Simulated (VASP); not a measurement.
# SnTe (F-43m) in VASP: a series of runs

The runs below take SnTe through single point, with LDA.

All numbers are computed with VASP 6.6.1; they aren't measurements. Logs are shortened: lines on timing, memory, paths and dates and some standing lists are left out, and cuts for length are marked.

### 1 The cell of the first run

The structure is cubic, space group F-43m (No. 216). Conventional cell: a = 7.100 Å, b = 7.100 Å, c = 7.100 Å, α = 90.00°, β = 90.00°, γ = 90.00°. Within 4.0 Å of Sn (site symmetry -43m) lie 4 Te at 3.07 Å. Within 4.0 Å of Te (site symmetry -43m) lie 4 Sn at 3.07 Å.

### 2 Single point, LDA

Input file INCAR:

```
SYSTEM = SnTe
PREC = Accurate
ENCUT = 520
EDIFF = 1E-6
ISMEAR = 0
SIGMA = 0.01
LREAL = .FALSE.
LASPH = .TRUE.
NELM = 100
ALGO = Normal
ISIF = 2
LWAVE = .FALSE.
LCHARG = .TRUE.
LELF = .TRUE.
LVHAR = .TRUE.
NBANDS = 17
```

Input file KPOINTS:

```
Automatic mesh
0
G
  6 6 6
  0 0 0
```

Input file POSCAR:

```
SnTe
1.0
    0.0000000000      3.5499283092      3.5499283092
    3.5499283092      0.0000000000      3.5499283092
    3.5499283092      3.5499283092      0.0000000000
Sn Te
1 1
Direct
    0.0000000000      0.0000000000      0.0000000000
    0.7500000000      0.7500000000      0.7500000000
```

Potentials or basis: VASP PAW LDA potentials, release 64 (Sn_d, Te).

On the command line:

```console
$ cat potpaw_LDA.64/Sn_d/POTCAR potpaw_LDA.64/Te/POTCAR > POTCAR
$ mpirun -np 1 vasp_std > vasp.out
```

OUTCAR:

```text
SYSTEM = SnTe
   PREC = Accurate
   ENCUT = 520
   EDIFF = 1E-6
   ISMEAR = 0
   LREAL = .FALSE.
   LASPH = .TRUE.
   NELM = 100
   ISIF = 2

 ion  position               nearest neighbor table
   1  0.000  0.000  0.000-   2 3.07   2 3.07   2 3.07   2 3.07
   2  0.750  0.750  0.750-   1 3.07   1 3.07   1 3.07   1 3.07

  LATTYP: Found a face centered cubic cell.
 ALAT       =     7.0998566184

  Lattice vectors:

 A1 = (   0.0000000000,   3.5499283092,   3.5499283092)
 A2 = (   3.5499283092,   0.0000000000,   3.5499283092)
 A3 = (   3.5499283092,   3.5499283092,   0.0000000000)

Analysis of symmetry for initial positions (statically):
=====================================================================
 Subroutine PRICEL returns:
 Original cell was already a primitive cell.

 Routine SETGRP: Setting up the symmetry group for a
 face centered cubic supercell.

 Subroutine GETGRP returns: Found 24 space group operations
 (whereof 24 operations were pure point group operations)
 out of a pool of 48 trial point group operations.

The static configuration has the point symmetry T_d .

Analysis of symmetry for dynamics (positions and initial velocities):
=====================================================================
 Subroutine PRICEL returns:
 Original cell was already a primitive cell.

 Routine SETGRP: Setting up the symmetry group for a
 face centered cubic supercell.

 Subroutine GETGRP returns: Found 24 space group operations
 (whereof 24 operations were pure point group operations)
 out of a pool of 48 trial point group operations.

The dynamic configuration has the point symmetry T_d .

 Subroutine INISYM returns: Found 24 space group operations
 (whereof 24 operations are pure point group operations),
 and found     1 'primitive' translations

----------------------------------------------------------------------------------------

                                     Primitive cell

  volume of cell :      89.4723

  direct lattice vectors                    reciprocal lattice vectors
     0.000000000  3.549928309  3.549928309    -0.140847915  0.140847915  0.140847915
     3.549928309  0.000000000  3.549928309     0.140847915 -0.140847915  0.140847915
     3.549928309  3.549928309  0.000000000     0.140847915  0.140847915 -0.140847915

  length of vectors
     5.020356760  5.020356760  5.020356760     0.243955745  0.243955745  0.243955745

  position of ions in fractional coordinates (direct lattice)
     0.000000000  0.000000000  0.000000000
     0.750000000  0.750000000  0.750000000

  ion indices of the primitive-cell ions
   primitive index   ion index
                 1           1
                 2           2

----------------------------------------------------------------------------------------

 KPOINTS: Automatic mesh

Automatic generation of k-mesh.
 Grid dimensions read from file:
 generate k-points for:    6    6    6

 Generating k-lattice:

  Cartesian coordinates                     Fractional coordinates (reciprocal lattice)
    -0.023474652  0.023474652  0.023474652     0.166666667  0.000000000  0.000000000
     0.023474652 -0.023474652  0.023474652     0.000000000  0.166666667  0.000000000
     0.023474652  0.023474652 -0.023474652     0.000000000  0.000000000  0.166666667

  Length of vectors
     0.040659291  0.040659291  0.040659291

  Shift w.r.t. Gamma in fractional coordinates (k-lattice)
     0.000000000  0.000000000  0.000000000

 Subroutine IBZKPT returns following result:
 ===========================================

 Found     16 irreducible k-points:

 Following reciprocal coordinates:
            Coordinates               Weight
  0.000000  0.000000  0.000000      1.000000
  0.166667  0.000000  0.000000      8.000000
  0.333333  0.000000  0.000000      8.000000
  0.500000  0.000000  0.000000      4.000000
  0.166667  0.166667  0.000000      6.000000
  0.333333  0.166667  0.000000     24.000000
[... 8 lines left out ...]
 -0.333333  0.333333  0.166667     24.000000
 -0.333333  0.500000  0.166667     12.000000
   k-points           NKPTS =     16   k-points in BZ     NKDIM =     16   number of bands    NBANDS=     17
   number of dos      NEDOS =    301   number of ions     NIONS =      2
   total plane-waves  NPLWV =  64000
   dimension x,y,z NGX =    40 NGY =   40 NGZ =   40
   dimension x,y,z NGXF=    80 NGYF=   80 NGZF=   80
   ions per type =               1   1
   NGX,Y,Z   is equivalent  to a cutoff of  13.25, 13.25, 13.25 a.u.
   NGXF,Y,Z  is equivalent  to a cutoff of  26.49, 26.49, 26.49 a.u.
 SYSTEM =  SnTe
   PREC   = accura    normal or accurate (medium, high low for compatibility)
   ISTART =      0    job   : 0-new  1-cont  2-samecut
   ICHARG =      2    charge: 1-file 2-atom 10-const
   ISPIN  =      1    spin polarized calculation?
   LNONCOLLINEAR =      F non collinear calculations
   LSORBIT =      F    spin-orbit coupling
   LASPH  =      T    aspherical Exc in radial PAW
   ENCUT  =  520.0 eV  38.22 Ry    6.18 a.u.   9.33  9.33  9.33*2*pi/ulx,y,z
   NELM   =    100;   NELMIN=  2; NELMDL= -5     # of ELM steps
   EDIFF  = 0.1E-05   stopping-criterion for ELM
   LREAL  =      F    real-space projection
   EDIFFG = 0.1E-04   stopping-criterion for IOM
   NSW    =      0    number of steps for IOM
   IBRION =     -1    ionic relax: 0-MD 1-quasi-New 2-CG
   NFREE  =      0    steps in history (QN), initial steepest desc. (CG)
   ISIF   =      2    stress and relaxation
   ISYM   =      2    0-nonsym 1-usesym 2-fastsym
   POTIM  = 0.5000    time-step for ionic-motion
   TEBEG  =    0.0;   TEEND  =   0.0 temperature during run
   PSTRESS=    0.0 pullay stress
   NELECT =      20.0000    total number of electrons
   NUPDOWN=      -1.0000    fix difference up-down
   EMIN   =  10.00;   EMAX   =-10.00  energy-range for DOS
   EFERMI =   0.00;   METHOD = LEGACY
   ISMEAR =     0;   SIGMA  =   0.01  broadening in eV -4-tet -1-fermi 0-gaus
   EFERMI_NEDOS =   21; number of points for ismear=-14 and -15
   IALGO  =     38    algorithm
   IMIX   =      4    mixing-type and parameters
     AMIX     =   0.40;   BMIX     =  1.00
     AMIX_MAG =   1.60;   BMIX_MAG =  1.00
  volume/ion in A,a.u.               =      44.74       301.89
  Fermi-wavevector in a.u.,A,eV,Ry     =   0.993547  1.877532 13.430806  0.987136
  Thomas-Fermi vector in A             =   2.125437
   LORBIT       =      0    0 simple, 1 ext, 2 COOP (PROOUT), +10 PAW based schemes
   GGA     = CA    functional components
   LHFCALC =     F    Hartree Fock is set to
   AEXX    =    0.0000 exact exchange contribution
   IVDW    =     0    specifies the selected vdW correction
   LEPSILON=     F    determine dielectric tensor
   LRPA    =     F    only Hartree local field effects (RPA)
 non-spin polarized calculation
 Gauss-broadening in eV      SIGMA  =   0.01
  energy-cutoff  :      520.00
  volume of cell :       89.47
 maximum number of plane-waves:      2450
 NGX is ok and might be reduce to    40
   NGX = 19   NGY = 19   NGZ = 19

 number of electron      20.0000003 magnetization

 Free energy of the ion-electron system (eV)
  ---------------------------------------------------
  ext. energy  EPLUGINS =         0.00000000
  ---------------------------------------------------
  free energy    TOTEN  =        -8.03995746 eV

  energy without entropy =       -8.03995746  energy(sigma->0) =       -8.03995746

 E-fermi :   3.2749     XC(G=0):  -8.0049

 val. band max:        3.2410906884   @ k =  -0.3333   0.5000   0.1667
 cond. band min:       3.3067518273   @ k =   0.5000   0.5000   0.0000
 fundamental gap:      0.0656611389
 Fermi energy:         3.2749341699

 k-point     1 :       0.0000    0.0000    0.0000
  band No.  band energies     occupation
      1     -18.3279      2.00000
      2     -18.3279      2.00000
      3     -18.3279      2.00000
      4     -18.3141      2.00000
      5     -18.3141      2.00000
      6      -8.4482      2.00000
[... 9 lines left out ...]
     16       9.8242      0.00000
     17      10.8642      0.00000

 k-point     2 :       0.1667    0.0000    0.0000
  band No.  band energies     occupation
      1     -18.3284      2.00000
      2     -18.3275      2.00000
      3     -18.3275      2.00000
      4     -18.3141      2.00000
      5     -18.3141      2.00000
      6      -8.3212      2.00000
[... 9 lines left out ...]
     16       9.2504      0.00000
     17      10.3455      0.00000

 k-point     3 :       0.3333    0.0000    0.0000
  band No.  band energies     occupation
      1     -18.3293      2.00000
      2     -18.3266      2.00000
      3     -18.3266      2.00000
      4     -18.3140      2.00000
      5     -18.3140      2.00000
      6      -8.0238      2.00000
[... 9 lines left out ...]
     16       9.3982      0.00000
     17      10.6792      0.00000

 k-point     4 :       0.5000    0.0000    0.0000
  band No.  band energies     occupation
      1     -18.3298      2.00000
      2     -18.3262      2.00000
      3     -18.3262      2.00000
      4     -18.3139      2.00000
      5     -18.3139      2.00000
      6      -7.8429      2.00000
[... 9 lines left out ...]
     16      10.2729      0.00000
     17      10.2729      0.00000
[... 183 lines left out ...]
      1     -18.3307      2.00000
      2     -18.3258      2.00000
      3     -18.3252      2.00000
      4     -18.3145      2.00000
      5     -18.3136      2.00000
      6      -7.7954      2.00000
[... 9 lines left out ...]
     16      10.7211      0.00000
     17      11.7376      0.00000

 k-point    15 :      -0.3333    0.3333    0.1667
  band No.  band energies     occupation
      1     -18.3308      2.00000
      2     -18.3258      2.00000
      3     -18.3248      2.00000
      4     -18.3144      2.00000
      5     -18.3137      2.00000
      6      -7.6591      2.00000
[... 9 lines left out ...]
     16      10.5367      0.00000
     17      11.5529      0.00000

 k-point    16 :      -0.3333    0.5000    0.1667
  band No.  band energies     occupation
      1     -18.3316      2.00000
      2     -18.3253      2.00000
      3     -18.3242      2.00000
      4     -18.3148      2.00000
      5     -18.3134      2.00000
      6      -7.5907      2.00000
[... 9 lines left out ...]
     16      11.2949      0.00000
     17      11.3151      0.00000

------------------------ aborting loop because EDIFF is reached ----------------------------------------

  FORCE on cell =-STRESS in cart. coord.  units (eV):
  Direction    XX          YY          ZZ          XY          YZ          ZX
  --------------------------------------------------------------------------------------
  -------------------------------------------------------------------------------------
  Total       -0.5374377     -0.5374377     -0.5374377      0.0000000      0.0000000      0.0000000
  in kB       -9.6238755     -9.6238755     -9.6238755      0.0000000      0.0000000      0.0000000
  external PRESSURE =      -9.6238755 kB  Pullay stress =       0.0000000 kB

 VOLUME and BASIS-vectors are now :
 -----------------------------------------------------------------------------
  energy-cutoff  :      520.00
  volume of cell :       89.47
      direct lattice vectors                 reciprocal lattice vectors
     0.000000000  3.549928309  3.549928309    -0.140847915  0.140847915  0.140847915
     3.549928309  0.000000000  3.549928309     0.140847915 -0.140847915  0.140847915
     3.549928309  3.549928309  0.000000000     0.140847915  0.140847915 -0.140847915

 POSITION                                       TOTAL-FORCE (eV/Angst)
 -----------------------------------------------------------------------------------
      0.00000      0.00000      0.00000         0.000000     -0.000000      0.000000
      5.32489      5.32489      5.32489        -0.000000      0.000000     -0.000000
 -----------------------------------------------------------------------------------
    total drift:                                0.000000      0.000000      0.000000

  FREE ENERGIE OF THE ION-ELECTRON SYSTEM (eV)
  ---------------------------------------------------
  free  energy   TOTEN  =        -8.0399574645 eV

  energy  without entropy=       -8.0399574580  energy(sigma->0) =       -8.03995746
```

Run time: 17 s. Hardware: 1 thread of AMD EPYC 7R13 (Zen 3), shared host; peak memory 0.17 GiB.

Results:

* Free energy: -8.0400 eV
* Pressure: -1.0 GPa
* Band gap on the k mesh: 0.07 eV, indirect (least direct gap 0.66 eV)

Caveat: spin-orbit coupling is left out, which moves the levels of the heavy elements. A k mesh can miss the band edges.

(Part 1 of 2 ends here.)
